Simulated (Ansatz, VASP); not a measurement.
## Two plane-wave programs on TaN

```xyz
2
Lattice="0.0000 2.2879 2.2335 2.2879 0.0000 2.2335 2.2879 2.2879 0.0000" Properties=species:S:1:pos:R:3 pbc="T T T"
Ta    2.2879    2.2879    2.2335
N     0.0000    0.0000    0.0000
```

Change from the starting cell: strain +0.050 along x and y, +0.025 along z, atoms carried along.

Alike in both runs: task single point; functional PBE; k mesh 18 × 18 × 18; occupations gaussian, width 0.15 eV; no spin polarisation.

|  | VASP | Ansatz |
| --- | --- | --- |
| version | VASP 6.6.1 | Ansatz 0.2.0 |
| potentials or method | VASP PAW PBE potentials, release 64 (Ta_pv, N), cutoff 520 eV | scalar-relativistic, plane waves, PAW |
| valence electrons in the cell | 16 | 18 |

VASP gave:

* gap on the k mesh at the Fermi level (eV): none
* pressure (GPa): -21.6
* traceless stress, the component that is largest in VASP (GPa): 6.00

**Question.** What did Ansatz give for the same quantities?

**Answer.** gap on the k mesh at the Fermi level (eV): none; pressure (GPa): -22.1; traceless stress, the component that is largest in VASP (GPa): 5.95.

A gap of «none» marks a metal or a gap that the smearing closes. VASP's potentials hold 16 valence electrons a cell and Ansatz's 18, so a difference there can come from the potentials and not from the codes.

Neither program's run includes spin-orbit coupling.
